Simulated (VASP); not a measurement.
# Pb (C2/c) in VASP: a series of runs

The runs below take Pb through single point, with LDA.

All numbers are computed with VASP 6.6.1; they aren't measurements. Logs are shortened: lines on timing, memory, paths and dates and some standing lists are left out, and cuts for length are marked.

## 1. The cell of the first run

Symmetry: C2/c, No. 15, monoclinic system. Conventional cell: a = 3.129 Å, b = 8.144 Å, c = 4.405 Å, α = 90.00°, β = 109.08°, γ = 90.00°. Pb (site symmetry 2) has 10 Pb at 3.02 to 3.79 Å within 4.0 Å.

## 2. Single point, LDA (26.53 Å³/atom)

Input file INCAR:

```
SYSTEM = Pb
ALGO = Normal
EDIFF = 1E-6
ENCUT = 520
ISIF = 2
ISMEAR = -1
LASPH = .True.
LCHARG = .False.
LREAL = .False.
LWAVE = .False.
NBANDS = 21
NELM = 60
PREC = Accurate
SIGMA = 0.1
```

Input file KPOINTS:

```
k-points
0
Gamma
  12 12 8
  0 0 0
```

Input file POSCAR:

```
Pb
1.0
   -2.8960653095      2.8625565062      1.5645580653
    2.8625565062     -2.8960653095      1.5645580653
    2.9616323473      2.9616323473     -1.6259294999
Pb
2
Direct
    0.9984899846      0.0015100154      1.0000000000
    0.7515100154      0.2484899846      0.5000000000
```

Potentials or basis: VASP PAW LDA potentials, release 64 (Pb_d).

Started as:

```console
$ cat potpaw_LDA.64/Pb_d/POTCAR > POTCAR
$ mpirun -np 1 vasp_std > vasp.out
```

OUTCAR:

```text
SYSTEM = Pb
   EDIFF = 1E-6
   ENCUT = 520
   ISIF = 2
   ISMEAR = -1
   LASPH = .True.
   LREAL = .False.
   NELM = 60
   PREC = Accurate

 ion  position               nearest neighbor table
   1  0.998  0.002  0.000-   2 3.02   2 3.02   2 3.02   2 3.02   2 3.69   2 3.69   2 3.79   2 3.79

   2  0.752  0.248  0.500-   1 3.02   1 3.02   1 3.02   1 3.02   1 3.69   1 3.69   1 3.79   1 3.79

  Warning from LATTYP: Got some problem with cell dimensions!
  Tried to take original basis but could not verify dimensions!
  LATTYP: Found a base centered monoclinic cell.
 ALAT       =     3.1294749461
 B/A-ratio  =     2.6023282539
 C/A-ratio  =     1.4077062277
 COS(beta)  =    -0.3269430013

  Lattice vectors:

 A1 = (   2.8960653095,  -2.8625565062,  -1.5645580653)
 A2 = (  -2.8625565062,   2.8960653095,  -1.5645580653)
 A3 = (   2.9281235440,   2.9281235440,   1.5031866307)

Analysis of symmetry for initial positions (statically):
=====================================================================
 Subroutine PRICEL returns:
 Original cell was already a primitive cell.

 Routine SETGRP: Setting up the symmetry group for a
 base centered monoclinic supercell.

 Subroutine GETGRP returns: Found  4 space group operations
 (whereof  2 operations were pure point group operations)
 out of a pool of  4 trial point group operations.

The static configuration has the point symmetry C_2 .
 The point group associated with its full space group is C_2h.

Analysis of symmetry for dynamics (positions and initial velocities):
=====================================================================
 Subroutine PRICEL returns:
 Original cell was already a primitive cell.

 Routine SETGRP: Setting up the symmetry group for a
 base centered monoclinic supercell.

 Subroutine GETGRP returns: Found  4 space group operations
 (whereof  2 operations were pure point group operations)
 out of a pool of  4 trial point group operations.

The dynamic configuration has the point symmetry C_2 .
 The point group associated with its full space group is C_2h.

 Subroutine INISYM returns: Found  4 space group operations
 (whereof  2 operations are pure point group operations),
 and found     1 'primitive' translations

----------------------------------------------------------------------------------------

                                     Primitive cell

  volume of cell :      53.0531

  direct lattice vectors                    reciprocal lattice vectors
    -2.896065309  2.862556506  1.564558065     0.001416548  0.175069209  0.321468998
     2.862556506 -2.896065309  1.564558065     0.175069209  0.001416548  0.321468998
     2.961632347  2.961632347 -1.625929500     0.169824223  0.169824223  0.003637197

  length of vectors
     4.362254689  4.362254689  4.492903188     0.366051296  0.366051296  0.240195260

  position of ions in fractional coordinates (direct lattice)
     0.998489985  0.001510015  1.000000000
     0.751510015  0.248489985  0.500000000

  ion indices of the primitive-cell ions
   primitive index   ion index
                 1           1
                 2           2

----------------------------------------------------------------------------------------

 KPOINTS: k-points

Automatic generation of k-mesh.
 Grid dimensions read from file:
 generate k-points for:   12   12    8

 Generating k-lattice:

  Cartesian coordinates                     Fractional coordinates (reciprocal lattice)
     0.000118046  0.014589101  0.026789083     0.083333333  0.000000000  0.000000000
     0.014589101  0.000118046  0.026789083     0.000000000  0.083333333  0.000000000
     0.021228028  0.021228028  0.000454650    -0.000000000 -0.000000000  0.125000000

  Length of vectors
     0.030504275  0.030504275  0.030024407

  Shift w.r.t. Gamma in fractional coordinates (k-lattice)
     0.000000000  0.000000000  0.000000000

 Subroutine IBZKPT returns following result:
 ===========================================

 Found    320 irreducible k-points:

 Following reciprocal coordinates:
            Coordinates               Weight
  0.000000  0.000000  0.000000      1.000000
  0.083333  0.000000 -0.000000      4.000000
  0.166667  0.000000  0.000000      4.000000
  0.250000 -0.000000 -0.000000      4.000000
  0.333333  0.000000  0.000000      4.000000
  0.416667  0.000000  0.000000      4.000000
[... 16 lines left out ...]
  0.500000  0.166667  0.000000      4.000000
 -0.416667  0.166667  0.000000      4.000000
 [... further k-points ...]
   k-points           NKPTS =    320   k-points in BZ     NKDIM =    320   number of bands    NBANDS=     21
   number of dos      NEDOS =    301   number of ions     NIONS =      2
   total plane-waves  NPLWV =  36864
   dimension x,y,z NGX =    32 NGY =   32 NGZ =   36
   dimension x,y,z NGXF=    64 NGYF=   64 NGZF=   72
   ions per type =               2
   NGX,Y,Z   is equivalent  to a cutoff of  12.20, 12.20, 13.32 a.u.
   NGXF,Y,Z  is equivalent  to a cutoff of  24.39, 24.39, 26.64 a.u.
 SYSTEM =  Pb
   PREC   = accura    normal or accurate (medium, high low for compatibility)
   ISTART =      0    job   : 0-new  1-cont  2-samecut
   ICHARG =      2    charge: 1-file 2-atom 10-const
   ISPIN  =      1    spin polarized calculation?
   LNONCOLLINEAR =      F non collinear calculations
   LSORBIT =      F    spin-orbit coupling
   LASPH  =      T    aspherical Exc in radial PAW
   ENCUT  =  520.0 eV  38.22 Ry    6.18 a.u.   8.11  8.11  8.35*2*pi/ulx,y,z
   NELM   =     60;   NELMIN=  2; NELMDL= -5     # of ELM steps
   EDIFF  = 0.1E-05   stopping-criterion for ELM
   LREAL  =      F    real-space projection
   EDIFFG = 0.1E-04   stopping-criterion for IOM
   NSW    =      0    number of steps for IOM
   IBRION =     -1    ionic relax: 0-MD 1-quasi-New 2-CG
   NFREE  =      0    steps in history (QN), initial steepest desc. (CG)
   ISIF   =      2    stress and relaxation
   ISYM   =      2    0-nonsym 1-usesym 2-fastsym
   POTIM  = 0.5000    time-step for ionic-motion
   TEBEG  =    0.0;   TEEND  =   0.0 temperature during run
   PSTRESS=    0.0 pullay stress
   NELECT =      28.0000    total number of electrons
   NUPDOWN=      -1.0000    fix difference up-down
   EMIN   =  10.00;   EMAX   =-10.00  energy-range for DOS
   EFERMI =   0.00;   METHOD = LEGACY
   ISMEAR =    -1;   SIGMA  =   0.10  broadening in eV -4-tet -1-fermi 0-gaus
   EFERMI_NEDOS =   21; number of points for ismear=-14 and -15
   IALGO  =     38    algorithm
   IMIX   =      4    mixing-type and parameters
     AMIX     =   0.40;   BMIX     =  1.00
     AMIX_MAG =   1.60;   BMIX_MAG =  1.00
  volume/ion in A,a.u.               =      26.53       179.01
  Fermi-wavevector in a.u.,A,eV,Ry     =   1.322992  2.500093 23.814393  1.750309
  Thomas-Fermi vector in A             =   2.452633
   LORBIT       =      0    0 simple, 1 ext, 2 COOP (PROOUT), +10 PAW based schemes
   GGA     = CA    functional components
   LHFCALC =     F    Hartree Fock is set to
   AEXX    =    0.0000 exact exchange contribution
   IVDW    =     0    specifies the selected vdW correction
   LEPSILON=     F    determine dielectric tensor
   LRPA    =     F    only Hartree local field effects (RPA)
 non-spin polarized calculation
  energy-cutoff  :      520.00
  volume of cell :       53.05
 maximum number of plane-waves:      1444
   NGX = 17   NGY = 17   NGZ = 17

 number of electron      28.0000002 magnetization

 Free energy of the ion-electron system (eV)
  ---------------------------------------------------
  ext. energy  EPLUGINS =         0.00000000
  ---------------------------------------------------
  free energy    TOTEN  =        -8.09598290 eV

  energy without entropy =       -8.06211582  energy(sigma->0) =       -8.07904936

 E-fermi :   8.4629     XC(G=0): -11.0493

 val. band max:        8.4625743577   @ k =  -0.4167   0.0833   0.2500
 cond. band min:       8.4688630156   @ k =  -0.2500  -0.2500   0.2500
 fundamental gap:      0.0062886579
 Fermi energy:         8.4628627674

 k-point     1 :       0.0000    0.0000    0.0000
  band No.  band energies     occupation
      1      -9.0957      2.00000
      2      -8.9017      2.00000
      3      -8.8524      2.00000
      4      -8.8295      2.00000
      5      -8.3690      2.00000
      6      -8.3683      2.00000
[... 13 lines left out ...]
     20      19.1031      0.00000
     21      19.9643      0.00000

 k-point     2 :       0.0833    0.0000   -0.0000
  band No.  band energies     occupation
      1      -9.0858      2.00000
      2      -8.8668      2.00000
      3      -8.8375      2.00000
      4      -8.7808      2.00000
      5      -8.4049      2.00000
      6      -8.4040      2.00000
[... 13 lines left out ...]
     20      18.2815      0.00000
     21      18.3225      0.00000

 k-point     3 :       0.1667    0.0000    0.0000
  band No.  band energies     occupation
      1      -9.0548      2.00000
      2      -8.7966      2.00000
      3      -8.7790      2.00000
      4      -8.6630      2.00000
      5      -8.4745      2.00000
      6      -8.4476      2.00000
[... 13 lines left out ...]
     20      16.9600      0.00000
     21      17.2270      0.00000
[... 457 lines left out ...]
 k-point    23 :       0.5000    0.1667    0.0000
  band No.  band energies     occupation
      1      -8.9126      2.00000
      2      -8.7358      2.00000
      3      -8.7147      2.00000
      4      -8.6252      2.00000
      5      -8.5361      2.00000
      6      -8.4795      2.00000
[... 13 lines left out ...]
     20      17.3894      0.00000
     21      17.9477      0.00000

 k-point    24 :      -0.4167    0.1667    0.0000
  band No.  band energies     occupation
      1      -8.9321      2.00000
      2      -8.7344      2.00000
      3      -8.6819      2.00000
      4      -8.6556      2.00000
      5      -8.5252      2.00000
      6      -8.4555      2.00000
[... 13 lines left out ...]
     20      16.9749      0.00000
     21      17.6604      0.00000

 [... further k-points ...]

------------------------ aborting loop because EDIFF is reached ----------------------------------------

  FORCE on cell =-STRESS in cart. coord.  units (eV):
  Direction    XX          YY          ZZ          XY          YZ          ZX
  --------------------------------------------------------------------------------------
  -------------------------------------------------------------------------------------
  Total        2.9268624      2.9268624      2.8437691     -0.0863236      0.1076014      0.1076013
  in kB       88.3898250     88.3898250     85.8804482     -2.6069310      3.2495090      3.2495079
  external PRESSURE =      87.5533660 kB  Pullay stress =       0.0000000 kB

 VOLUME and BASIS-vectors are now :
 -----------------------------------------------------------------------------
  energy-cutoff  :      520.00
  volume of cell :       53.05
      direct lattice vectors                 reciprocal lattice vectors
    -2.896065309  2.862556506  1.564558065     0.001416548  0.175069209  0.321468998
     2.862556506 -2.896065309  1.564558065     0.175069209  0.001416548  0.321468998
     2.961632347  2.961632347 -1.625929500     0.169824223  0.169824223  0.003637197

 POSITION                                       TOTAL-FORCE (eV/Angst)
 -----------------------------------------------------------------------------------
     -2.88737      2.85386      1.56456        -0.012349      0.012349     -0.000000
      0.01571      2.91241      0.75159         0.012349     -0.012349      0.000000
 -----------------------------------------------------------------------------------
    total drift:                               -0.000000     -0.000000      0.000000

  FREE ENERGIE OF THE ION-ELECTRON SYSTEM (eV)
  ---------------------------------------------------
  free  energy   TOTEN  =        -8.0959828995 eV

  energy  without entropy=       -8.0621158230  energy(sigma->0) =       -8.07904936
```

It took 6 min on 1 thread of Oxide Virtual Turin-like, shared host; peak memory 0.34 GiB.

Results:

```
Free energy            : -8.0960 eV
Pressure               : 8.8 GPa
Largest force          : 0.017 eV/Å
Band gap on the k mesh : zero (bands 14 and 15 overlap by 4.25 eV)
```

Forces in eV/Å, atoms in the order of the input:
```
Pb  -0.012  0.012  0.000
Pb   0.012 -0.012  0.000
```

Caveat: the cell stands under pressure; spin-orbit coupling is left out, which moves the levels of the heavy elements.

## 3. Single point, LDA (27.73 Å³/atom)

This run uses another cell than the first one, of 27.73 Å³/atom.

Input file INCAR:

```
PREC     = Accurate       # precision mode
ENCUT    = 520            # plane-wave cutoff, eV
EDIFF    = 1E-6           # SCF threshold, eV
ISMEAR   = -1             # smearing method
SIGMA    = 0.1            # smearing width, eV
LREAL    = False          # projectors in reciprocal space
LASPH    = True           # aspherical terms in the spheres
NELM     = 80             # most SCF steps
ALGO     = Normal         # electronic algorithm
ISIF     = 2              # what is computed and relaxed
LWAVE    = False          # write WAVECAR
LCHARG   = False          # write CHGCAR
NBANDS   = 21             # bands
```

Input file KPOINTS:

```
Automatic mesh
0
Gamma
  12 12 8
```

Input file POSCAR:

```
Pb
1.0
   -2.9392965385      2.9052875300      1.5879131214
    2.9052875300     -2.9392965385      1.5879131214
    3.0058423331      3.0058423331     -1.6502006827
Pb
2
Direct
    0.9984899846      0.0015100154      1.0000000000
    0.7515100154      0.2484899846      0.5000000000
```

Potentials or basis: VASP PAW LDA potentials, release 64 (Pb_d).

Started as:

```console
$ cat potpaw_LDA.64/Pb_d/POTCAR > POTCAR
$ mpirun -np 1 vasp_std > vasp.out
```

Wall time 4.3 min (1 thread of Oxide Virtual Turin-like, shared host); peak memory 0.36 GiB.

Results (log left out):

- Free energy: -8.2012 eV
- Pressure: 5.2 GPa
- Largest force: 0.009 eV/Å
- Band gap on the k mesh: zero (bands 14 and 15 overlap by 4.01 eV)

Forces on the atoms (eV/Å):
```
Pb  -0.006  0.006  0.000
Pb   0.006 -0.006  0.000
```

Stress tensor (GPa, compression positive):
```
 5.24 -0.23  0.26
-0.23  5.24  0.26
 0.26  0.26  5.01
```

Levels at points of the mesh, in eV from the Fermi level:
```
           k point  band 12  band 13  band 14  band 15  band 16  band 17
(0.00, 0.00, 0.00)    -5.58    -2.15    -1.82     3.76     6.23     6.30
(0.50, 0.00, 0.00)    -6.39    -3.08    -1.79    -0.91     2.62     2.91
(0.50, 0.50, 0.00)   -10.09     0.76     0.90     1.02     1.11     5.96
(0.00, 0.00, 0.50)   -10.22     1.02     1.02     1.38     1.38     6.38
(0.50, 0.00, 0.50)    -6.47    -2.92    -1.66    -0.84     3.02     3.09
(0.50, 0.50, 0.50)    -8.96    -4.82    -4.82     5.67     5.67     9.58
```

Caveat: the cell stands under pressure; spin-orbit coupling is left out, which moves the levels of the heavy elements.

## 4. Single point, LDA (28.94 Å³/atom)

This run uses another cell than the first one, of 28.94 Å³/atom.

Input file INCAR:

```
SYSTEM = Pb
  ALGO = Normal
  EDIFF = 1E-7
  ENCUT = 520
  GGA = CA
  ISIF = 2
  ISMEAR = -1
  LASPH = .TRUE.
  LCHARG = .TRUE.
  LELF = .TRUE.
  LREAL = .FALSE.
  LVHAR = .TRUE.
  LWAVE = .FALSE.
  NBANDS = 21
  NELM = 100
  PREC = Accurate
  SIGMA = 0.1
```

Input file KPOINTS:

```
k-points
0
G
  12 12 8
  0 0 0
```

Input file POSCAR:

```
Pb
1.0
   -2.9812921629      2.9467972458      1.6106006598
    2.9467972458     -2.9812921629      1.6106006598
    3.0487887401      3.0487887401     -1.6737781636
Pb
2
Direct
    0.9984899846      0.0015100154      1.0000000000
    0.7515100154      0.2484899846      0.5000000000
```

Potentials or basis: VASP PAW LDA potentials, release 64 (Pb_d).

Started as:

```console
$ cat potpaw_LDA.64/Pb_d/POTCAR > POTCAR
$ mpirun -np 1 vasp_std > vasp.out
```

OUTCAR:

```text
SYSTEM = Pb
   EDIFF = 1E-7
   ENCUT = 520
   GGA = CA
   ISIF = 2
   ISMEAR = -1
   LASPH = .TRUE.
   LREAL = .FALSE.
   NELM = 100
   PREC = Accurate

 ion  position               nearest neighbor table
   1  0.998  0.002  0.000-   2 3.10   2 3.10   2 3.11   2 3.11   2 3.80   2 3.80   2 3.90   2 3.90

   2  0.752  0.248  0.500-   1 3.10   1 3.10   1 3.11   1 3.11   1 3.80   1 3.80   1 3.90   1 3.90

  Warning from LATTYP: Got some problem with cell dimensions!
  Tried to take original basis but could not verify dimensions!
  LATTYP: Found a base centered monoclinic cell.
 ALAT       =     3.2215706946
 B/A-ratio  =     2.6023282540
 C/A-ratio  =     1.4077062277
 COS(beta)  =    -0.3269430013

  Lattice vectors:

 A1 = (   2.9812921629,  -2.9467972458,  -1.6106006598)
 A2 = (  -2.9467972458,   2.9812921629,  -1.6106006598)
 A3 = (   3.0142938230,   3.0142938230,   1.5474231560)

Analysis of symmetry for initial positions (statically):
=====================================================================
 Subroutine PRICEL returns:
 Original cell was already a primitive cell.

 Routine SETGRP: Setting up the symmetry group for a
 base centered monoclinic supercell.

[... 167 lines left out ...]

 E-fermi :   7.3467     XC(G=0): -10.6186

 val. band max:        7.3438311910   @ k =  -0.4167   0.4167   0.0000
 cond. band min:       7.3573331697   @ k =  -0.1667  -0.0000   0.2500
 fundamental gap:      0.0135019787
 Fermi energy:         7.3467023219

 k-point     1 :       0.0000    0.0000    0.0000
  band No.  band energies     occupation
      1      -9.9601      2.00000
      2      -9.8070      2.00000
      3      -9.7525      2.00000
      4      -9.7386      2.00000
      5      -9.3840      2.00000
      6      -9.3838      2.00000
[... 565 lines left out ...]
     20      15.6210      0.00000
     21      16.2654      0.00000

 [... further k-points ...]

------------------------ aborting loop because EDIFF is reached ----------------------------------------

  FORCE on cell =-STRESS in cart. coord.  units (eV):
  Direction    XX          YY          ZZ          XY          YZ          ZX
  --------------------------------------------------------------------------------------
  -------------------------------------------------------------------------------------
  Total        0.8692070      0.8692070      0.7913130     -0.0728636      0.0712483      0.0712483
  in kB       24.0621624     24.0621624     21.9058308     -2.0170751      1.9723594      1.9723594
  external PRESSURE =      23.3433852 kB  Pullay stress =       0.0000000 kB

 VOLUME and BASIS-vectors are now :
 -----------------------------------------------------------------------------
  energy-cutoff  :      520.00
  volume of cell :       57.88
      direct lattice vectors                 reciprocal lattice vectors
    -2.981292163  2.946797246  1.610600660     0.001376053  0.170064467  0.312279093
     2.946797246 -2.981292163  1.610600660     0.170064467  0.001376053  0.312279093
     3.048788740  3.048788740 -1.673778164     0.164969421  0.164969421  0.003533220

 POSITION                                       TOTAL-FORCE (eV/Angst)
 -----------------------------------------------------------------------------------
     -2.97234      2.93785      1.61060        -0.000761      0.000761     -0.000000
      0.01617      2.99812      0.77371         0.000761     -0.000761      0.000000
 -----------------------------------------------------------------------------------
    total drift:                               -0.000000      0.000000      0.000000

  FREE ENERGIE OF THE ION-ELECTRON SYSTEM (eV)
  ---------------------------------------------------
  free  energy   TOTEN  =        -8.2583362970 eV

  energy  without entropy=       -8.2197267323  energy(sigma->0) =       -8.23903151
```

Run time: 9.1 min. Hardware: 1 thread of Oxide Virtual Turin-like, shared host; peak memory 0.37 GiB.

What came out:

```yaml
Free_energy: -8.2583 eV
Pressure: 2.3 GPa
Band_gap_on_the_k_mesh: zero (bands 14 and 15 overlap by 3.78 eV)
```

Caveat: spin-orbit coupling is left out, which moves the levels of the heavy elements.

## 5. Overview

```tsv
cell	gap on the mesh (eV)	pressure (GPa)	largest force (eV/Å)
a = 4.362, b = 4.362, c = 4.493 Å, angles 97.8, 97.8, 138.0°, 2 atoms	none	8.8	0.02
a = 4.427, b = 4.427, c = 4.560 Å, angles 97.8, 97.8, 138.0°, 2 atoms	none	5.2	0.01
a = 4.491, b = 4.491, c = 4.625 Å, angles 97.8, 97.8, 138.0°, 2 atoms	none	2.3	-
```

Alike in all rows: task single point; level LDA; potentials or basis VASP PAW LDA potentials, release 64 (Pb_d); no spin polarisation; k mesh 12 × 12 × 8; cutoff (eV) 520; smearing fermi-dirac 0.1 eV.

Caveats: spin-orbit coupling is left out, which moves the levels of the heavy elements; the cell stands under pressure (at least some runs).

Total energies depend on the potentials used, so only differences within one code and one set of settings carry meaning.
